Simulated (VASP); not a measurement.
# P (Cmce) in VASP: further runs

P is run at these levels: PBEsol+D3(BJ), PBEsol, PBEsol+D4; tasks: single point, relaxation of cell and atoms.

Everything below comes from runs of VASP 6.6.1. Logs are shortened: lines on timing, memory, paths and dates and some standing lists are left out, and cuts for length are marked.

## Step 1: The cell of the first run

It takes space group Cmce (No. 64, orthorhombic). The conventional cell has a = 3.295 Å, b = 10.930 Å, c = 4.544 Å, α = 90.00°, β = 90.00°, γ = 90.00°. Within 2.9 Å of P (site symmetry m) lie 3 P at 2.20 to 2.25 Å.

## Step 2: Single point, PBEsol+D3(BJ)

Contents of INCAR:

```
SYSTEM = P
ALGO     = Normal         ! electronic algorithm
EDIFF    = 1E-7           ! SCF threshold, eV
ENCUT    = 520            ! plane-wave cutoff, eV
GGA      = PS             ! functional
ISIF     = 2              ! what is computed and relaxed
ISMEAR   = -1             ! smearing method
IVDW     = 12             ! dispersion correction
LASPH    = .TRUE.         ! aspherical terms in the spheres
LCHARG   = .FALSE.        ! write CHGCAR
LREAL    = .FALSE.        ! projectors in reciprocal space
LWAVE    = .FALSE.        ! write WAVECAR
NBANDS   = 18             ! bands
NELM     = 60             ! most SCF steps
PREC     = Accurate       ! precision mode
SIGMA    = 0.05           ! smearing width, eV
```

Contents of KPOINTS:

```
k-points
0
G
  8 8 6
  0 0 0
```

Contents of POSCAR:

```
P
1.0
    1.6477431241     -5.4650377251      0.0000000000
    1.6477431241      5.4650377251      0.0000000000
    0.0000000000      0.0000000000      4.5436355900
P
4
Direct
    0.9041431300      0.0958568700      0.5888151700
    0.0958568700      0.9041431300      0.4111848300
    0.5958568700      0.4041431300      0.0888151700
    0.4041431300      0.5958568700      0.9111848300
```

Potentials or basis: VASP PAW PBE potentials, release 64 (P).

Launch:

```bash
$ cat potpaw_PBE.64/P/POTCAR > POTCAR
$ mpirun -np 1 vasp_std > vasp.out
```

OUTCAR:

```text
SYSTEM = P
   EDIFF = 1E-7
   ENCUT = 520
   GGA = PS
   ISIF = 2
   ISMEAR = -1
   IVDW = 12
   LASPH = .TRUE.
   LREAL = .FALSE.
   NELM = 60
   PREC = Accurate
 IVDW          = 12

 ion  position               nearest neighbor table
   1  0.904  0.096  0.589-   4 2.20   4 2.20   2 2.25
   2  0.096  0.904  0.411-   3 2.20   3 2.20   1 2.25
   3  0.596  0.404  0.089-   2 2.20   2 2.20   4 2.25
   4  0.404  0.596  0.911-   1 2.20   1 2.20   3 2.25

  LATTYP: Found a base centered orthorhombic cell.
 ALAT       =     3.2954862482
 B/A-ratio  =     3.3166806435
 C/A-ratio  =     1.3787451222

  Lattice vectors:

 A1 = (   1.6477431241,  -5.4650377251,   0.0000000000)
 A2 = (   1.6477431241,   5.4650377251,   0.0000000000)
 A3 = (   0.0000000000,   0.0000000000,   4.5436355900)

Analysis of symmetry for initial positions (statically):
=====================================================================
 Subroutine PRICEL returns:
 Original cell was already a primitive cell.

 Routine SETGRP: Setting up the symmetry group for a
 base centered orthorhombic supercell.

 Subroutine GETGRP returns: Found  8 space group operations
 (whereof  4 operations were pure point group operations)
 out of a pool of  8 trial point group operations.

The static configuration has the point symmetry C_2h.
 The point group associated with its full space group is D_2h.

Analysis of symmetry for dynamics (positions and initial velocities):
=====================================================================
 Subroutine PRICEL returns:
 Original cell was already a primitive cell.

 Routine SETGRP: Setting up the symmetry group for a
 base centered orthorhombic supercell.

 Subroutine GETGRP returns: Found  8 space group operations
 (whereof  4 operations were pure point group operations)
 out of a pool of  8 trial point group operations.

The dynamic configuration has the point symmetry C_2h.
 The point group associated with its full space group is D_2h.

 Subroutine INISYM returns: Found  8 space group operations
 (whereof  4 operations are pure point group operations),
 and found     1 'primitive' translations

----------------------------------------------------------------------------------------

                                     Primitive cell

  volume of cell :      81.8307

[... 91 lines left out ...]
   NELM   =     60;   NELMIN=  2; NELMDL= -5     # of ELM steps
   EDIFF  = 0.1E-06   stopping-criterion for ELM
   LREAL  =      F    real-space projection
   EDIFFG = 0.1E-05   stopping-criterion for IOM
   NSW    =      0    number of steps for IOM
   IBRION =     -1    ionic relax: 0-MD 1-quasi-New 2-CG
   NFREE  =      0    steps in history (QN), initial steepest desc. (CG)
   ISIF   =      2    stress and relaxation
   ISYM   =      2    0-nonsym 1-usesym 2-fastsym
   POTIM  = 0.5000    time-step for ionic-motion
   TEBEG  =    0.0;   TEEND  =   0.0 temperature during run
   PSTRESS=    0.0 pullay stress
   NELECT =      20.0000    total number of electrons
   NUPDOWN=      -1.0000    fix difference up-down
   EMIN   =  10.00;   EMAX   =-10.00  energy-range for DOS
   EFERMI =   0.00;   METHOD = LEGACY
   ISMEAR =    -1;   SIGMA  =   0.05  broadening in eV -4-tet -1-fermi 0-gaus
   EFERMI_NEDOS =   21; number of points for ismear=-14 and -15
   IALGO  =     38    algorithm
   IMIX   =      4    mixing-type and parameters
     AMIX     =   0.40;   BMIX     =  1.00
     AMIX_MAG =   1.60;   BMIX_MAG =  1.00
  volume/ion in A,a.u.               =      20.46       138.06
  Fermi-wavevector in a.u.,A,eV,Ry     =   1.023559  1.934246 14.254450  1.047673
  Thomas-Fermi vector in A             =   2.157299
   LORBIT       =      0    0 simple, 1 ext, 2 COOP (PROOUT), +10 PAW based schemes
   GGA     = PS    functional components
   LHFCALC =     F    Hartree Fock is set to
   AEXX    =    0.0000 exact exchange contribution
   IVDW    =    12    specifies the selected vdW correction
   LEPSILON=     F    determine dielectric tensor
   LRPA    =     F    only Hartree local field effects (RPA)
 non-spin polarized calculation
  energy-cutoff  :      520.00
  volume of cell :       81.83
 maximum number of plane-waves:      2226
   NGX = 21   NGY = 21   NGZ = 17

 number of electron      20.0000004 magnetization

 Free energy of the ion-electron system (eV)
  ---------------------------------------------------
  ext. energy  EPLUGINS =         0.00000000
  ---------------------------------------------------
  free energy    TOTEN  =       -22.97170389 eV

  energy without entropy =      -22.97110448  energy(sigma->0) =      -22.97140418

 E-fermi :   5.8585     XC(G=0):  -9.5883

 val. band max:        5.8497976364   @ k =   0.5000   0.5000   0.0000
 cond. band min:       5.8683036165   @ k =   0.5000   0.5000   0.0000
 fundamental gap:      0.0185059801
 Fermi energy:         5.8585386743

 k-point     1 :       0.0000    0.0000    0.0000
  band No.  band energies     occupation
      1     -10.0093      2.00000
      2      -7.2449      2.00000
      3      -3.9685      2.00000
      4      -0.9984      2.00000
      5       0.8730      2.00000
      6       0.8912      2.00000
[... 481 lines left out ...]
      5      -0.4881      2.00000
      6      -0.0431      2.00000
[... 10 lines left out ...]
     17      11.2929      0.00000
     18      12.5469      0.00000

 [... further k-points ...]

------------------------ aborting loop because EDIFF is reached ----------------------------------------

 Edisp (eV)   -1.09424

 E8    (eV) :    -0.6483

  FORCE on cell =-STRESS in cart. coord.  units (eV):
  Direction    XX          YY          ZZ          XY          YZ          ZX
  --------------------------------------------------------------------------------------
  -------------------------------------------------------------------------------------
  Total      -1.69642    -1.34467    -1.41195     0.00000    -0.00000     0.00000
  in kB     -33.21446   -26.32761   -27.64485     0.00000    -0.00000     0.00000
  external pressure =      -29.06 kB  Pullay stress =        0.00 kB

 VOLUME and BASIS-vectors are now :
 -----------------------------------------------------------------------------
  energy-cutoff  :      520.00
  volume of cell :       81.83
      direct lattice vectors                 reciprocal lattice vectors
     1.647743124 -5.465037725  0.000000000     0.303445357 -0.091490677  0.000000000
     1.647743124  5.465037725  0.000000000     0.303445357  0.091490677  0.000000000
     0.000000000  0.000000000  4.543635590     0.000000000  0.000000000  0.220088073

 POSITION                                       TOTAL-FORCE (eV/Angst)
 -----------------------------------------------------------------------------------
      1.64774     -4.41731      2.67536         0.000000      0.114531     -0.250789
      1.64774      4.41731      1.86827         0.000000     -0.114531      0.250789
      1.64774     -1.04772      0.40354         0.000000     -0.114531     -0.250789
      1.64774      1.04772      4.14009         0.000000      0.114531      0.250789
 -----------------------------------------------------------------------------------
    total drift:                               -0.000000     -0.000000      0.000000

  FREE ENERGIE OF THE ION-ELECTRON SYSTEM (eV)
  ---------------------------------------------------
  free  energy   TOTEN  =       -24.0659452793 eV

  energy  without entropy=      -24.0653458755  energy(sigma->0) =      -24.06564558
```

OSZICAR:

```text
N       E                     dE             d eps       ncg     rms          rms(c)
DAV:   1     0.623588366783E+02    0.62359E+02   -0.82730E+03  3024   0.940E+02
DAV:   2    -0.189067245201E+02   -0.81266E+02   -0.77718E+02  3978   0.154E+02
DAV:   3    -0.231340813003E+02   -0.42274E+01   -0.41968E+01  4074   0.358E+01
DAV:   4    -0.231807975692E+02   -0.46716E-01   -0.46684E-01  3928   0.444E+00
DAV:   5    -0.231816779517E+02   -0.88038E-03   -0.88026E-03  3902   0.586E-01    0.101E+01
DAV:   6    -0.230352969603E+02    0.14638E+00   -0.65575E-02  3580   0.133E+00    0.597E+00
DAV:   7    -0.229718957225E+02    0.63401E-01   -0.11720E-01  3566   0.179E+00    0.261E-01
DAV:   8    -0.229716411510E+02    0.25457E-03   -0.12278E-02  3430   0.628E-01    0.157E-01
DAV:   9    -0.229716996792E+02   -0.58528E-04   -0.40563E-04  3926   0.121E-01    0.763E-02
DAV:  10    -0.229717014924E+02   -0.18132E-05   -0.73523E-05  3660   0.446E-02    0.257E-02
DAV:  11    -0.229717037591E+02   -0.22667E-05   -0.81872E-06  3698   0.186E-02    0.141E-02
DAV:  12    -0.229717038929E+02   -0.13379E-06   -0.39152E-07  3832   0.369E-03    0.343E-03
DAV:  13    -0.229717038851E+02    0.78451E-08   -0.10056E-07  1992   0.176E-03
   1 F= -.24065945E+02 E0= -.24065646E+02  d E =-.599404E-03
```

stdout:

```text
POSCAR found type information on POSCAR P
 POSCAR found :  1 types and       4 ions
 scaLAPACK will be used
 -----------------------------------------------------------------------------
|                                                                             |
|                                                                             |
|     You enforced a specific xc type in the INCAR file but a different       |
|     I HOPE YOU KNOW WHAT YOU ARE DOING!                                     |
|                                                                             |
 -----------------------------------------------------------------------------

 LDA part: xc-table for (Slater+PW92), standard interpolation
 POSCAR, INCAR and KPOINTS ok, starting setup
 FFT: planning ... GRIDC
 FFT: planning ... GRID_SOFT
 FFT: planning ... GRID
 WAVECAR not read
 entering main loop
```

Run time: 58 s. Hardware: 1 thread of Intel Xeon 6975P-C (Granite Rapids), shared host; peak memory 0.28 GiB.

Results:

```yaml
Free_energy: -24.0659 eV
Pressure: -2.9 GPa
Largest_force: 0.276 eV/Å
Band_gap_on_the_k_mesh: 0.02 eV
Dispersion_energy_per_atom: -0.274 eV
```

Forces in eV/Å, atoms in the order of the input:
```
P    0.000  0.115 -0.251
P    0.000 -0.115  0.251
P    0.000 -0.115 -0.251
P    0.000  0.115  0.251
```

Stress tensor (GPa, compression positive):
```
-3.32  0.00  0.00
 0.00 -2.63  0.00
 0.00  0.00 -2.76
```

Levels at points of the mesh, in eV from the valence-band top:
```tsv
k point	band 7	band 8	band 9	band 10	band 11	band 12	band 13	band 14
(0.00, 0.00, 0.00)	-4.10	-2.85	-2.59	-1.25	0.49	0.91	1.82	2.78
(0.50, 0.00, 0.00)	-3.44	-3.44	-2.71	-2.71	0.56	0.56	1.37	1.37
(0.50, 0.50, 0.00)	-4.20	-2.43	-1.63	0.00	0.02	0.67	2.05	2.67
(0.00, 0.00, 0.50)	-3.31	-3.31	-1.70	-1.70	1.35	1.35	2.84	2.84
(0.50, 0.00, 0.50)	-5.38	-5.38	-1.85	-1.85	1.56	1.56	3.37	3.37
(0.50, 0.50, 0.50)	-2.82	-2.82	-2.02	-2.02	1.32	1.32	2.47	2.47
```

Caveat: three body term missing; the PAW data sets were made with another functional, which shifts forces and pressure a little. A k mesh can miss the band edges.

[end of part 1 of 2]

The gap in the log of VASP goes by the Fermi energy; the results here count the filled bands.